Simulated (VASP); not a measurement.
# Cl (Fd-3m) in VASP: further runs, part 2 of 2

VASP 6.6.1. Earlier steps stand in the parts before.

### Step 4. Single point, PBE (23.82 Å³/atom)

This run uses another cell than the first one, of 23.82 Å³/atom.

Input file INCAR:

```
SYSTEM = Cl
PREC     = Accurate       ! precision mode
ENCUT    = 520            ! plane-wave cutoff, eV
EDIFF    = 1E-6           ! SCF threshold, eV
ISMEAR   = -1             ! smearing method
SIGMA    = 0.1            ! smearing width, eV
LREAL    = .FALSE.        ! projectors in reciprocal space
LASPH    = .TRUE.         ! aspherical terms in the spheres
NELM     = 80             ! most SCF steps
ALGO     = Normal         ! electronic algorithm
ISIF     = 2              ! what is computed and relaxed
LWAVE    = .FALSE.        ! write WAVECAR
LCHARG   = .FALSE.        ! write CHGCAR
GGA      = PE             ! functional
NBANDS   = 14             ! bands
```

Input file KPOINTS:

```
Automatic mesh
0
G
  11 11 11
  0 0 0
```

Input file POSCAR:

```
Cl
1.0
    0.0000000000      2.8773662493      2.8773662493
    2.8773662493      0.0000000000      2.8773662493
    2.8773662493      2.8773662493      0.0000000000
Cl
2
Direct
   -0.1250000000     -0.1250000000     -0.1250000000
    0.1250000000      0.1250000000      0.1250000000
```

Potentials or basis: VASP PAW PBE potentials, release 64 (Cl).

On the command line:

```console
cat potpaw_PBE.64/Cl/POTCAR > POTCAR
mpirun -np 1 vasp_std > vasp.out
```

OUTCAR:

```text
SYSTEM = Cl
   PREC = Accurate
   ENCUT = 520
   EDIFF = 1E-6
   ISMEAR = -1
   LREAL = .FALSE.
   LASPH = .TRUE.
   NELM = 80
   ISIF = 2
   GGA = PE

 ion  position               nearest neighbor table
   1  0.875  0.875  0.875-   2 2.49   2 2.49   2 2.49   2 2.49
   2  0.125  0.125  0.125-   1 2.49   1 2.49   1 2.49   1 2.49

  LATTYP: Found a face centered cubic cell.
 ALAT       =     5.7547324986

  Lattice vectors:

 A1 = (   0.0000000000,   2.8773662493,   2.8773662493)
 A2 = (   2.8773662493,   0.0000000000,   2.8773662493)
 A3 = (   2.8773662493,   2.8773662493,   0.0000000000)

Analysis of symmetry for initial positions (statically):
=====================================================================
 Subroutine PRICEL returns:
 Original cell was already a primitive cell.

 Routine SETGRP: Setting up the symmetry group for a
 face centered cubic supercell.

 Subroutine GETGRP returns: Found 48 space group operations
 (whereof 12 operations were pure point group operations)
 out of a pool of 48 trial point group operations.

The static configuration has the point symmetry D_3d.
[... 176 lines left out ...]
      6       0.5615      2.00000
      7       0.5615      2.00000
      8       0.5615      2.00000
      9       8.3128      0.00000
     10      11.7278      0.00000
     11      11.7278      0.00000
     12      14.1165      0.00000
     13      14.1165      0.00000
     14      14.1165      0.00000
[... 377 lines left out ...]
      1     -14.7133      2.00000
      2     -11.3891      2.00000
      3      -3.2221      2.00000
      4      -2.5533      2.00000
      5      -1.8852      2.00000
      6       0.9463      1.99999
      7       1.1433      1.99994
      8       1.8008      1.95572
      9       9.8899      0.00000
     10      10.5991      0.00000
     11      11.3316      0.00000
     12      14.5271      0.00000
     13      14.7593      0.00000
     14      15.9195      0.00000

 [... further k-points ...]

------------------------ aborting loop because EDIFF is reached ----------------------------------------

  FORCE on cell =-STRESS in cart. coord.  units (eV):
  Direction    XX          YY          ZZ          XY          YZ          ZX
  --------------------------------------------------------------------------------------
  -------------------------------------------------------------------------------------
  Total        4.1591688      4.1591688      4.1591688     -0.0000000      0.0000000      0.0000000
  in kB      139.8626322    139.8626322    139.8626322     -0.0000000      0.0000000      0.0000000
  external PRESSURE =     139.8626322 kB  Pullay stress =       0.0000000 kB

 VOLUME and BASIS-vectors are now :
 -----------------------------------------------------------------------------
  energy-cutoff  :      520.00
  volume of cell :       47.64
      direct lattice vectors                 reciprocal lattice vectors
     0.000000000  2.877366249  2.877366249    -0.173770023  0.173770023  0.173770023
     2.877366249  0.000000000  2.877366249     0.173770023 -0.173770023  0.173770023
     2.877366249  2.877366249  0.000000000     0.173770023  0.173770023 -0.173770023

 POSITION                                       TOTAL-FORCE (eV/Angst)
 -----------------------------------------------------------------------------------
      5.03539      5.03539      5.03539         0.000000      0.000000      0.000000
      0.71934      0.71934      0.71934        -0.000000     -0.000000     -0.000000
 -----------------------------------------------------------------------------------
    total drift:                               -0.000000      0.000000      0.000000

  FREE ENERGIE OF THE ION-ELECTRON SYSTEM (eV)
  ---------------------------------------------------
  free  energy   TOTEN  =        -1.4127717915 eV

  energy  without entropy=       -1.3171348321  energy(sigma->0) =       -1.36495331
```

OSZICAR:

```text
N       E                     dE             d eps       ncg     rms          rms(c)
DAV:   1     0.786357595535E+02    0.78636E+02   -0.62657E+03  1568   0.863E+02
DAV:   2     0.307758199544E+01   -0.75558E+02   -0.71010E+02  2290   0.165E+02
DAV:   3    -0.136665185894E+01   -0.44442E+01   -0.43624E+01  2066   0.430E+01
DAV:   4    -0.141502647440E+01   -0.48375E-01   -0.48354E-01  1994   0.539E+00
DAV:   5    -0.141594978071E+01   -0.92331E-03   -0.92325E-03  2108   0.750E-01    0.144E+01
DAV:   6    -0.141289244550E+01    0.30573E-02   -0.44860E-03  2018   0.402E-01    0.863E+00
DAV:   7    -0.141280560947E+01    0.86836E-04   -0.58034E-03  1988   0.440E-01    0.133E-01
DAV:   8    -0.141275488815E+01    0.50721E-04   -0.36219E-04  2078   0.118E-01    0.190E-02
DAV:   9    -0.141276571319E+01   -0.10825E-04   -0.10335E-05  2084   0.241E-02    0.796E-03
DAV:  10    -0.141277147987E+01   -0.57667E-05   -0.49096E-06  1892   0.148E-02    0.790E-03
DAV:  11    -0.141277179150E+01   -0.31163E-06   -0.75355E-07  1598   0.705E-03
   1 F= -.14127718E+01 E0= -.13649533E+01  d E =-.956370E-01
```

stdout:

```text
POSCAR found type information on POSCAR Cl
 POSCAR found :  1 types and       2 ions
 scaLAPACK will be used
 LDA part: xc-table for (Slater+PW92), standard interpolation
 POSCAR, INCAR and KPOINTS ok, starting setup
 FFT: planning ... GRIDC
 FFT: planning ... GRID_SOFT
 FFT: planning ... GRID
 WAVECAR not read
 entering main loop
```

It took 52 s on 1 thread of Intel Xeon Platinum 8375C at 2.90GHz (Ice Lake), shared host; peak memory 0.16 GiB.

Results:

```
Free energy            : -1.4128 eV
Pressure               : 14.0 GPa
Band gap on the k mesh : zero (bands 7 and 8 overlap by 2.25 eV)
```

Levels at points of the mesh, in eV from the Fermi level:
| k point | band 5 | band 6 | band 7 | band 8 | band 9 | band 10 |
| --- | --- | --- | --- | --- | --- | --- |
| (0.00, 0.00, 0.00) | -4.36 | -1.62 | -1.62 | -1.62 | 6.13 | 9.55 |

Caveat: the cell stands under pressure.

### Step 5. Single point, PBE (27.23 Å³/atom)

This run uses another cell than the first one, of 27.23 Å³/atom.

Input file INCAR:

```
PREC = Accurate
ENCUT = 520
EDIFF = 1E-6
ISMEAR = -1
SIGMA = 0.1
LREAL = F
LASPH = T
NELM = 100
ALGO = Normal
ISIF = 2
LWAVE = F
LCHARG = T
GGA = PE
LELF = T
LVHAR = T
NBANDS = 14
```

Input file KPOINTS:

```
Automatic mesh
0
Gamma
  11 11 11
```

Input file POSCAR:

```
Cl
1.0
    0.0000000000      3.0083322131      3.0083322131
    3.0083322131      0.0000000000      3.0083322131
    3.0083322131      3.0083322131      0.0000000000
Cl
2
Direct
   -0.1250000000     -0.1250000000     -0.1250000000
    0.1250000000      0.1250000000      0.1250000000
```

Potentials or basis: VASP PAW PBE potentials, release 64 (Cl).

On the command line:

```console
cat potpaw_PBE.64/Cl/POTCAR > POTCAR
mpirun -np 1 vasp_std > vasp.out
```

OUTCAR:

```text
PREC = Accurate
   ENCUT = 520
   EDIFF = 1E-6
   ISMEAR = -1
   LREAL = F
   LASPH = T
   NELM = 100
   ISIF = 2
   GGA = PE

 ion  position               nearest neighbor table
   1  0.875  0.875  0.875-   2 2.61   2 2.61   2 2.61   2 2.61
   2  0.125  0.125  0.125-   1 2.61   1 2.61   1 2.61   1 2.61

  LATTYP: Found a face centered cubic cell.
 ALAT       =     6.0166644262

  Lattice vectors:

 A1 = (   0.0000000000,   3.0083322131,   3.0083322131)
 A2 = (   3.0083322131,   0.0000000000,   3.0083322131)
 A3 = (   3.0083322131,   3.0083322131,   0.0000000000)

Analysis of symmetry for initial positions (statically):
=====================================================================
 Subroutine PRICEL returns:
 Original cell was already a primitive cell.

 Routine SETGRP: Setting up the symmetry group for a
 face centered cubic supercell.

 Subroutine GETGRP returns: Found 48 space group operations
 (whereof 12 operations were pure point group operations)
 out of a pool of 48 trial point group operations.

The static configuration has the point symmetry D_3d.
 The point group associated with its full space group is O_h .

Analysis of symmetry for dynamics (positions and initial velocities):
=====================================================================
 Subroutine PRICEL returns:
 Original cell was already a primitive cell.

 Routine SETGRP: Setting up the symmetry group for a
 face centered cubic supercell.

 Subroutine GETGRP returns: Found 48 space group operations
 (whereof 12 operations were pure point group operations)
 out of a pool of 48 trial point group operations.

The dynamic configuration has the point symmetry D_3d.
 The point group associated with its full space group is O_h .

 Subroutine INISYM returns: Found 48 space group operations
 (whereof 12 operations are pure point group operations),
 and found     1 'primitive' translations

[... 122 lines left out ...]
   IVDW    =     0    specifies the selected vdW correction
   LEPSILON=     F    determine dielectric tensor
   LRPA    =     F    only Hartree local field effects (RPA)
 non-spin polarized calculation
  energy-cutoff  :      520.00
  volume of cell :       54.45
 maximum number of plane-waves:      1478
   NGX = 15   NGY = 15   NGZ = 15

 number of electron      13.9999996 magnetization

 Free energy of the ion-electron system (eV)
  ---------------------------------------------------
  ext. energy  EPLUGINS =         0.00000000
  ---------------------------------------------------
  free energy    TOTEN  =        -1.83487925 eV

  energy without entropy =       -1.71809528  energy(sigma->0) =       -1.77648727

 E-fermi :   0.6994     XC(G=0):  -7.9284

 val. band max:        0.6804642066   @ k =  -0.2727   0.1818   0.0000
 cond. band min:       0.7025106931   @ k =   0.4545   0.1818   0.0909
 fundamental gap:      0.0220464864
 Fermi energy:         0.6994161901

 k-point     1 :       0.0000    0.0000    0.0000
  band No.  band energies     occupation
      1     -15.6980      2.00000
      2     -11.9357      2.00000
      3      -2.9367      2.00000
      4      -2.9367      2.00000
      5      -2.9367      2.00000
      6      -0.5630      1.99999
      7      -0.5630      1.99999
      8      -0.5630      1.99999
      9       6.9703      0.00000
     10      10.7181      0.00000
     11      10.7181      0.00000
     12      12.7469      0.00000
     13      12.7469      0.00000
     14      12.7469      0.00000
[... 377 lines left out ...]
      1     -15.2513      2.00000
      2     -12.6608      2.00000
      3      -3.7959      2.00000
      4      -3.2532      2.00000
      5      -2.7762      2.00000
      6      -0.3225      1.99993
      7      -0.0962      1.99930
      8       0.4230      1.88146
      9       8.4547      0.00000
     10       9.6808      0.00000
     11      10.2178      0.00000
     12      12.8805      0.00000
     13      13.3465      0.00000
     14      14.2705      0.00000

 [... further k-points ...]

------------------------ aborting loop because EDIFF is reached ----------------------------------------

  FORCE on cell =-STRESS in cart. coord.  units (eV):
  Direction    XX          YY          ZZ          XY          YZ          ZX
  --------------------------------------------------------------------------------------
  -------------------------------------------------------------------------------------
  Total        2.2044209      2.2044209      2.2044209     -0.0000000      0.0000000     -0.0000000
  in kB       64.8631048     64.8631048     64.8631048     -0.0000000      0.0000000     -0.0000000
  external PRESSURE =      64.8631048 kB  Pullay stress =       0.0000000 kB

 VOLUME and BASIS-vectors are now :
 -----------------------------------------------------------------------------
  energy-cutoff  :      520.00
  volume of cell :       54.45
      direct lattice vectors                 reciprocal lattice vectors
     0.000000000  3.008332213  3.008332213    -0.166205048  0.166205048  0.166205048
     3.008332213  0.000000000  3.008332213     0.166205048 -0.166205048  0.166205048
     3.008332213  3.008332213  0.000000000     0.166205048  0.166205048 -0.166205048

 POSITION                                       TOTAL-FORCE (eV/Angst)
 -----------------------------------------------------------------------------------
      5.26458      5.26458      5.26458         0.000000      0.000000      0.000000
      0.75208      0.75208      0.75208        -0.000000     -0.000000     -0.000000
 -----------------------------------------------------------------------------------
    total drift:                                0.000000      0.000000     -0.000000

  FREE ENERGIE OF THE ION-ELECTRON SYSTEM (eV)
  ---------------------------------------------------
  free  energy   TOTEN  =        -1.8348792517 eV

  energy  without entropy=       -1.7180952833  energy(sigma->0) =       -1.77648727
```

It took 42 s on 1 thread of Intel Xeon Platinum 8375C at 2.90GHz (Ice Lake), shared host; peak memory 0.18 GiB.

Results:

```
Free energy            : -1.8349 eV
Pressure               : 6.5 GPa
Band gap on the k mesh : zero (bands 7 and 8 overlap by 1.75 eV)
```

Caveat: the cell stands under pressure.

### Step 6. Overview

```tsv
cell	gap on the mesh (eV)	pressure (GPa)
a = 3.865 Å, angles 60.0°, 2 atoms	none	27.6
a = 4.069 Å, angles 60.0°, 2 atoms	none	14.0
a = 4.254 Å, angles 60.0°, 2 atoms	none	6.5
```

Alike in all rows: task single point; level PBE; potentials or basis VASP PAW PBE potentials, release 64 (Cl); no spin polarisation; k mesh 11 × 11 × 11; cutoff (eV) 520; smearing fermi-dirac 0.1 eV.

Caveats: the cell stands under pressure.

Absolute energies hang on the potentials; compare differences alone.

The gap in the log of VASP goes by the Fermi energy; the results here count the filled bands.